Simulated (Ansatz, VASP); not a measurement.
## BN: VASP beside Ansatz

The input INCAR:

```
SYSTEM = BN
PREC = Accurate
ENCUT = 600
EDIFF = 1E-6
ISMEAR = 0
SIGMA = 0.05
LREAL = .FALSE.
LASPH = .TRUE.
NELM = 120
ALGO = Normal
ISIF = 2
LWAVE = .FALSE.
LCHARG = .TRUE.
GGA = PE
LELF = .TRUE.
LVHAR = .TRUE.
NBANDS = 11
GGA_COMPAT = .FALSE.
```

KPOINTS

```
regular mesh
0
G
  12 12 12
  0 0 0
```

Contents of POSCAR:

```
BN
1.0
    0.0000000000      1.8123485134      1.6673606323
    1.8123485134      0.0000000000      1.6673606323
    1.8123485134      1.8123485134      0.0000000000
B N
1 1
Direct
    0.0000000000      0.0000000000      0.0000000000
    0.7500000000      0.7500000000      0.7500000000
```

Input for Ansatz:

```yaml
crystal:
  lattice:
    - [0.0, 1.8123485134, 1.6673606323]
    - [1.8123485134, 0.0, 1.6673606323]
    - [1.8123485134, 1.8123485134, 0.0]
  atoms:
    - { symbol: B, position: [0.0, 0.0, 0.0] }
    - { symbol: "N", position: [0.75, 0.75, 0.75] }
basis:
  ecutwfc: 420
kpoints:
  mp_grid: { grid: [12, 12, 12] }
hamiltonian:
  xc: pbe
scf:
  occupations: { method: gaussian, width: 0.05 }
output:
  forces: true
  stress: true
  eigenvalues: true
```

Change from the starting cell: strain +0.000 along x and y, -0.080 along z, atoms carried along.

Alike in both runs: task single point; functional PBE; k mesh 12 × 12 × 12; occupations gaussian, width 0.05 eV; no spin polarisation.

|  | VASP | Ansatz |
| --- | --- | --- |
| version | VASP 6.6.1 | Ansatz 0.2.0 |
| potentials or method | VASP PAW PBE potentials, release 64 (B, N), cutoff 600 eV | scalar-relativistic, plane waves, PAW |
| valence electrons in the cell | 8 | 8 |

|  | VASP | Ansatz | Ansatz less VASP |
| --- | --- | --- | --- |
| gap on the k mesh at the Fermi level (eV) | 3.07 | 3.08 | +0.015 |
| least direct gap on the mesh (eV) | 8.34 | 8.36 | +0.014 |
| pressure (GPa) | 36.0 | 35.8 | -0.22 |
| traceless stress, the component that is largest in VASP (GPa) | 32.18 | 32.17 | -0.007 |

Both programs put the cell under a high pressure, so it lies far from rest at this level.
